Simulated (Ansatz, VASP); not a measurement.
# Two plane-wave programs on Mo4C

The input INCAR:

```
SYSTEM = Mo4C
PREC = Accurate ; ENCUT = 520
EDIFF = 1E-7 ; ISMEAR = 0
SIGMA = 0.1 ; LREAL = .FALSE.
LASPH = .TRUE. ; NELM = 100
ALGO = Normal ; ISIF = 2
LWAVE = .FALSE. ; LCHARG = .FALSE.
LDIPOL = .TRUE. ; IDIPOL = 3
DIPOL = 0.5 0.5 0.336 ; NBANDS = 38
```

KPOINTS

```
regular mesh
0
G
  9 9 1
  0 0 0
```

File POSCAR:

```
Mo4C
1.0
    3.1111816891      0.0000000000      0.0000000000
    0.0000000000      3.1111816891      0.0000000000
    0.0000000000      0.0000000000     21.5098172784
Mo C
4 1
Direct
    0.5000000000      0.5000000000      0.1859615983
    0.0000000000      0.0000000000      0.2582816382
    0.5000000000      0.5000000000      0.3325055024
    0.0000000000      0.0000000000      0.3956248056
    0.2500000000      0.2500000000      0.5095262845
```

Input for Ansatz:

```yaml
crystal:
  lattice:
    - [3.1111816891, 0.0, 0.0]
    - [0.0, 3.1111816891, 0.0]
    - [0.0, 0.0, 21.5098172784]
  atoms:
    - { symbol: Mo, position: [0.5, 0.5, 0.1859615983] }
    - { symbol: Mo, position: [0.0, 0.0, 0.2582816382] }
    - { symbol: Mo, position: [0.5, 0.5, 0.3325055024] }
    - { symbol: Mo, position: [0.0, 0.0, 0.3956248056] }
    - { symbol: C, position: [0.25, 0.25, 0.5095262845] }
basis:
  ecutwfc: 420
kpoints:
  mp_grid: { grid: [9, 9, 1] }
hamiltonian:
  xc: lda
scf:
  occupations: { method: gaussian, width: 0.1 }
output:
  forces: true
  eigenvalues: true
  write_density: true
  write_potential: true
  elf: true
  volumetric_format: npy
efield:
  axis: 3
  dipole_correction: true
  ramp_width: 0.04
```

Alike in both runs: task single point; functional LDA; k mesh 9 × 9 × 1; occupations gaussian, width 0.1 eV; no spin polarisation.

|  | VASP | Ansatz |
| --- | --- | --- |
| version | VASP 6.6.1 | Ansatz 0.2.0 |
| potentials or method | VASP PAW LDA potentials, release 64 (Mo_sv, C), cutoff 520 eV | scalar-relativistic, plane waves, PAW |
| valence electrons in the cell | 60 | 60 |

|  | VASP | Ansatz | Ansatz less VASP |
| --- | --- | --- | --- |
| gap on the k mesh at the Fermi level (eV) | none | none | - |
| rms of the force components (eV/Å) | 1.336 | 1.328 | -0.0083 |

LDA's correlation is that of Perdew and Zunger in VASP and of Perdew and Wang (1992) in Ansatz. Atom by atom the forces differ by 0.028 eV/Å (rms over components). A gap of «none» marks a metal or a gap that the smearing closes. Ansatz's warnings: xc potential rough in thin density.
